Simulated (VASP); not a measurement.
Here is a VASP 6.6.1 calculation.

Contents of INCAR:

```
  PREC = Accurate
  ENCUT = 520
  EDIFF = 1E-8
  ISMEAR = 0
  SIGMA = 0.01
  LREAL = False
  LASPH = True
  NELM = 100
  ALGO = Normal
  ISIF = 2
  LWAVE = False
  LCHARG = False
  GGA = PS
  NBANDS = 24
  IBRION = 8
  NSW = 1
  LEPSILON = True
```

KPOINTS

```
regular mesh
0
Gamma
  4 4 4
```

POSCAR

```
KMgF3
1.0
    3.8388855895      0.0000000000      0.0000000000
    0.0000000000      3.8388855895      0.0000000000
    0.0000000000      0.0000000000      3.8388855895
K Mg F
1 1 3
Direct
    0.5000000000      0.5000000000      0.5000000000
    0.0000000000      0.0000000000      0.0000000000
    0.5000000000      0.0000000000      0.0000000000
    0.0000000000      0.5000000000      0.0000000000
    0.0000000000      0.0000000000      0.5000000000
```

Potentials or basis: VASP PAW PBE potentials, release 64 (K_sv, Mg, F).

The run is started by

```console
$ cat potpaw_PBE.64/K_sv/POTCAR potpaw_PBE.64/Mg/POTCAR potpaw_PBE.64/F/POTCAR > POTCAR
$ mpirun -np 1 vasp_std > vasp.out
```

(1) Predict the electronic dielectric tensor (diagonal).

(2) Estimate the Born charges (mean of the diagonal).

(3) Predict the highest phonon frequency at Γ, LO-TO splitting left out.

Results:

(1) 2.15.

(2) K +1.20; Mg +1.96; F -1.05 e.

(3) 603 cm⁻¹.

Caveat: the k points lie up to 0.41 Å⁻¹ apart; the cell wasn't relaxed at this level first, which shifts response properties.
